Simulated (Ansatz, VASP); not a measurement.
**B in VASP and in Ansatz**

```
B
1.0
     2.44952    1.41423    4.17108
    -2.44952    1.41423    4.17108
     0.00000   -2.82846    4.17108
B
12
Direct
  0.00984 0.65444 0.00984
  0.00984 0.00984 0.65444
  0.65444 0.00984 0.00984
  0.99016 0.34556 0.99016
  0.34556 0.99016 0.99016
  0.99016 0.99016 0.34556
  0.22049 0.63180 0.22049
  0.22049 0.22049 0.63180
  0.63180 0.22049 0.22049
  0.77951 0.36820 0.77951
  0.36820 0.77951 0.77951
  0.77951 0.77951 0.36820
```

Alike in both runs: task single point; functional r2SCAN50; k mesh 3 × 3 × 3; occupations fermi-dirac, width 0.1 eV; no spin polarisation.

|  | VASP | Ansatz |
| --- | --- | --- |
| version | VASP 6.6.1 | Ansatz 0.2.0 |
| potentials or method | VASP PAW PBE potentials, release 64 (B), cutoff 520 eV | plane waves (500 eV) with PAW, scalar-relativistic |
| valence electrons in the cell | 36 | 36 |

```csv
,VASP,Ansatz,Ansatz less VASP
gap on the k mesh at the Fermi level (eV),4.19,4.09,-0.104
```

VASP's potentials were made for PBE, not for r2SCAN50. The functional is the same, so the differences come from potentials, cutoffs and numerics.

The k mesh is coarse, so the values compare programs but aren't converged.
